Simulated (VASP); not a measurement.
# Au (Fm-3m) in VASP: notebook, part 2 of 2

VASP 6.6.1. Earlier steps stand in the parts before.

### Step 4. Single point, r2SCAN

This run uses another cell than the first one, of 18.14 Å³/atom, 1.187 times its volume.

The input, POSCAR:

```
Au
1.0
    0.0000000000      2.0856442657      2.0856442657
    2.0856442657      0.0000000000      2.0856442657
    2.0856442657      2.0856442657      0.0000000000
Au
1
Direct
    0.0000000000      0.0000000000      0.0000000000
```

The input, INCAR.step1:

```
SYSTEM = Au
PREC     = Accurate       ! precision mode
ENCUT    = 550            ! plane-wave cutoff, eV
ISMEAR   = 0              ! smearing method
SIGMA    = 0.1            ! smearing width, eV
LREAL    = .False.        ! projectors in reciprocal space
LASPH    = .True.         ! aspherical terms in the spheres
NELM     = 120            ! most SCF steps
NBANDS   = 12             ! bands
GGA      = PE             ! functional
ALGO     = Normal         ! electronic algorithm
EDIFF    = 1E-5           ! SCF threshold, eV
LWAVE    = .True.         ! write WAVECAR
LCHARG   = .False.        ! write CHGCAR
GGA_COMPAT= .False.
```

The input, INCAR.step2:

```
SYSTEM = Au
PREC     = Accurate       ! precision mode
ENCUT    = 550            ! plane-wave cutoff, eV
EDIFF    = 1E-6           ! SCF threshold, eV
ISMEAR   = 0              ! smearing method
SIGMA    = 0.1            ! smearing width, eV
LREAL    = .False.        ! projectors in reciprocal space
LASPH    = .True.         ! aspherical terms in the spheres
NELM     = 120            ! most SCF steps
ALGO     = Normal         ! electronic algorithm
ISIF     = 2              ! what is computed and relaxed
LWAVE    = .False.        ! write WAVECAR
LCHARG   = .False.        ! write CHGCAR
METAGGA  = R2SCAN         ! meta-GGA
LMIXTAU  = .True.       
NBANDS   = 12             ! bands
ISTART   = 1            
GGA_COMPAT= .False.
```

The input, KPOINTS:

```
Automatic mesh
0
Gamma
  8 8 8
  0 0 0
```

Potentials or basis: VASP PAW PBE potentials, release 64 (Au).

On the command line:

```bash
$ cat potpaw_PBE.64/Au/POTCAR > POTCAR
$ cp INCAR.step1 INCAR
$ mpirun -np 1 vasp_std > vasp.out
$ cp INCAR.step2 INCAR
$ mpirun -np 1 vasp_std > vasp.out
```

OUTCAR:

```text
SYSTEM = Au
   PREC = Accurate
   ENCUT = 550
   EDIFF = 1E-6
   ISMEAR = 0
   LREAL = .False.
   LASPH = .True.
   NELM = 120
   ISIF = 2
   METAGGA = R2SCAN
   ISTART = 1

 ion  position               nearest neighbor table
   1  0.000  0.000  0.000-

  LATTYP: Found a face centered cubic cell.
 ALAT       =     4.1712885314

  Lattice vectors:

 A1 = (   0.0000000000,   2.0856442657,   2.0856442657)
 A2 = (   2.0856442657,   0.0000000000,   2.0856442657)
 A3 = (   2.0856442657,   2.0856442657,   0.0000000000)

Analysis of symmetry for initial positions (statically):
=====================================================================
 Subroutine PRICEL returns:
 Original cell was already a primitive cell.

 Routine SETGRP: Setting up the symmetry group for a
 face centered cubic supercell.

 Subroutine GETGRP returns: Found 48 space group operations
 (whereof 48 operations were pure point group operations)
 out of a pool of 48 trial point group operations.

The static configuration has the point symmetry O_h .

Analysis of symmetry for dynamics (positions and initial velocities):
=====================================================================
 Subroutine PRICEL returns:
 Original cell was already a primitive cell.

 Routine SETGRP: Setting up the symmetry group for a
 face centered cubic supercell.

 Subroutine GETGRP returns: Found 48 space group operations
 (whereof 48 operations were pure point group operations)
 out of a pool of 48 trial point group operations.

The dynamic configuration has the point symmetry O_h .

 Subroutine INISYM returns: Found 48 space group operations
 (whereof 48 operations are pure point group operations),
 and found     1 'primitive' translations

----------------------------------------------------------------------------------------

                                     Primitive cell

  volume of cell :      18.1447
[... 107 lines left out ...]
     AMIX_MAG =   1.60;   BMIX_MAG =  1.00
  volume/ion in A,a.u.               =      18.14       122.45
  Fermi-wavevector in a.u.,A,eV,Ry     =   1.385550  2.618310 26.119763  1.919748
  Thomas-Fermi vector in A             =   2.509949
   LORBIT       =      0    0 simple, 1 ext, 2 COOP (PROOUT), +10 PAW based schemes
   METAGGA = R2SCAN    functional components
   LHFCALC =     F    Hartree Fock is set to
   AEXX    =    0.0000 exact exchange contribution
   IVDW    =     0    specifies the selected vdW correction
   LEPSILON=     F    determine dielectric tensor
   LRPA    =     F    only Hartree local field effects (RPA)
 non-spin polarized calculation
 Gauss-broadening in eV      SIGMA  =   0.10
  energy-cutoff  :      550.00
  volume of cell :       18.14
 maximum number of plane-waves:       544
   NGX = 11   NGY = 11   NGZ = 11

 number of electron      11.0000001 magnetization

 Free energy of the ion-electron system (eV)
  ---------------------------------------------------
  ext. energy  EPLUGINS =         0.00000000
  ---------------------------------------------------
  free energy    TOTEN  =       -50.55421091 eV

  energy without entropy =      -50.55116167  energy(sigma->0) =      -50.55268629

 E-fermi :   8.1913     XC(G=0): -13.1822

 val. band max:        8.1167804834   @ k =   0.5000   0.2500   0.1250
 cond. band min:       8.4271999387   @ k =   0.5000   0.3750   0.1250
 fundamental gap:      0.3104194553
 Fermi energy:         8.1912981263

 k-point     1 :       0.0000    0.0000    0.0000
  band No.  band energies     occupation
      1      -1.0954      2.00000
      2       3.7080      2.00000
      3       3.7080      2.00000
      4       3.7080      2.00000
      5       5.0786      2.00000
      6       5.0786      2.00000
      7      23.7118      0.00000
      8      27.4038      0.00000
      9      27.4038      0.00000
     10      27.4038      0.00000
     11      32.4595      0.00000
     12      36.2858      0.00000
[... 331 lines left out ...]
 k-point    24 :      -0.3750    0.2500    0.1250
  band No.  band energies     occupation
      1       2.2637      2.00000
      2       3.1238      2.00000
      3       4.2046      2.00000
      4       4.4807      2.00000
      5       6.0788      2.00000
      6      11.1132      0.00000
      7      11.2311      0.00000
      8      20.5299      0.00000
      9      21.7055      0.00000
     10      26.5167      0.00000
     11      32.5225      0.00000
     12      35.7358      0.00000

 [... further k-points ...]
[... 5 lines left out ...]
  --------------------------------------------------------------------------------------
  -------------------------------------------------------------------------------------
  Total       -0.4351387     -0.4351387     -0.4351387     -0.0000000     -0.0000000      0.0000000
  in kB      -38.4226757    -38.4226757    -38.4226757     -0.0000000     -0.0000000      0.0000000
  external PRESSURE =     -38.4226757 kB  Pullay stress =       0.0000000 kB

 VOLUME and BASIS-vectors are now :
 -----------------------------------------------------------------------------
  energy-cutoff  :      550.00
  volume of cell :       18.14
      direct lattice vectors                 reciprocal lattice vectors
     0.000000000  2.085644266  2.085644266    -0.239734076  0.239734076  0.239734076
     2.085644266  0.000000000  2.085644266     0.239734076 -0.239734076  0.239734076
     2.085644266  2.085644266  0.000000000     0.239734076  0.239734076 -0.239734076

 POSITION                                       TOTAL-FORCE (eV/Angst)
 -----------------------------------------------------------------------------------
      0.00000      0.00000      0.00000         0.000000      0.000000      0.000000
 -----------------------------------------------------------------------------------
    total drift:                               -0.000000      0.000000      0.000000

  FREE ENERGIE OF THE ION-ELECTRON SYSTEM (eV)
  ---------------------------------------------------
  free  energy   TOTEN  =       -50.5542109091 eV

  energy  without entropy=      -50.5511616730  energy(sigma->0) =      -50.55268629
```

OUTCAR.step1:

```text
SYSTEM = Au
   PREC = Accurate
   ENCUT = 550
   ISMEAR = 0
   LREAL = .False.
   LASPH = .True.
   NELM = 120
[... 576 lines left out ...]
 -----------------------------------------------------------------------------------
      0.00000      0.00000      0.00000         0.000000      0.000000      0.000000
 -----------------------------------------------------------------------------------
    total drift:                               -0.000000      0.000000      0.000000

  FREE ENERGIE OF THE ION-ELECTRON SYSTEM (eV)
  ---------------------------------------------------
  free  energy   TOTEN  =        -3.1877577422 eV

  energy  without entropy=       -3.1846668158  energy(sigma->0) =       -3.18621228
```

It took 13 s on 1 thread of Intel Xeon 6975P-C (Granite Rapids), shared host; peak memory 0.14 GiB.

What came out:

* Free energy: -50.5542 eV
* Pressure: -3.8 GPa

Caveat: the PAW data sets were made with another functional, which shifts forces and pressure a little; spin-orbit coupling is left out, which moves the levels of the heavy elements.

### Step 5. Overview

| task | cell | k mesh | cutoff (eV) | gap on the mesh (eV) | pressure (GPa) |
| --- | --- | --- | --- | --- | --- |
| relaxation of cell and atoms | relaxed to 30 GPa from a = 2.786 Å, angles 60.0°, 1 atom | 18 × 18 × 18 | 600 | none | 30.0 |
| relaxation of cell and atoms | relaxed to 15 GPa from a = 2.840 Å, angles 60.0°, 1 atom | 18 × 18 × 18 | 600 | none | 15.0 |
| single point | a = 2.950 Å, angles 60.0°, 1 atom | 8 × 8 × 8 | 550 | none | -3.8 |

Alike in all rows: level r2SCAN; potentials or basis VASP PAW PBE potentials, release 64 (Au); no spin polarisation; smearing gaussian 0.1 eV.

Caveats: the PAW data sets were made with another functional, which shifts forces and pressure a little; spin-orbit coupling is left out, which moves the levels of the heavy elements; the cell is relaxed towards a set pressure, so the enthalpy falls and the energy may rise (some runs).

Total energies depend on the potentials used, so only differences within one code and one set of settings carry meaning.
